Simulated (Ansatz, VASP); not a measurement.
Sb: VASP beside Ansatz

```
Sb
1.0
     4.05877    0.00000    0.00000
    -2.02939    3.51500    0.00000
     0.00000    0.00000   27.10000
Sb
2
Direct
  0.33333 0.66667 0.25809
  0.66667 0.33333 0.31941
```

Alike in both runs: functional revPBE; dispersion D3(BJ); k mesh 12 × 12 × 1; occupations gaussian, width 0.03 eV; no spin polarisation.

Ansatz relaxed the structure, and its values are those at the end. VASP's run is a single point on that final structure, the one shown.

|  | VASP | Ansatz |
| --- | --- | --- |
| version | VASP 6.6.1 | Ansatz 0.2.0 |
| potentials or method | VASP PAW PBE potentials, release 64 (Sb), cutoff 400 eV | scalar-relativistic, plane waves, PAW |
| valence electrons in the cell | 10 | 30 |

Ansatz gave:

```
gap on the k mesh at the Fermi level (eV) : 1.17
least direct gap on the mesh (eV)         : 1.72
rms of the force components (eV/Å)        : 0.000
```

**Question.** What did VASP give for the same quantities?

**Answer.** gap on the k mesh at the Fermi level (eV): 1.18; least direct gap on the mesh (eV): 1.69; rms of the force components (eV/Å): 0.044.

VASP's potentials were made for PBE, not for revPBE. VASP's potentials hold 10 valence electrons a cell and Ansatz's 30, so a difference there can come from the potentials and not from the codes. Ansatz's warnings: slab cell height set, structure snapped to symmetry, xc potential rough in thin density.

Spin-orbit coupling is off throughout.
